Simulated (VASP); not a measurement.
Here is a VASP 6.6.1 calculation.

INCAR

```
PREC = Accurate
ENCUT = 520
EDIFF = 1E-7
ISMEAR = 0
SIGMA = 0.1
LREAL = F
LASPH = T
NELM = 60
ALGO = Normal
ISIF = 2
LWAVE = F
LCHARG = F
GGA = PE
NBANDS = 15
```

The input KPOINTS:

```
regular mesh
0
Gamma
  13 13 7
```

File POSCAR:

```
Os
1.0
    2.7559294133      0.0000000000      0.0000000000
   -1.3779647066      2.3867048830      0.0000000000
    0.0000000000      0.0000000000      4.3426533301
Os
2
Direct
    0.3333333333      0.6666666667      0.2500000000
    0.6666666667      0.3333333333      0.7500000000
```

Potentials or basis: VASP PAW PBE potentials, release 64 (Os).

Launch:

```sh
$ cat potpaw_PBE.64/Os/POTCAR > POTCAR
$ mpirun -np 1 vasp_std > vasp.out
```

Question: What does it give for the band gap on the k mesh?

Answer: Zero (bands 8 and 9 overlap by 3.69 eV).

Question: Estimate the pressure.

Answer: -0.4 GPa.

Stress tensor (GPa, compression positive):
```
-0.32  0.00  0.00
 0.00 -0.32  0.00
 0.00  0.00 -0.49
```

Caveat: spin-orbit coupling is left out, which moves the levels of the heavy elements.
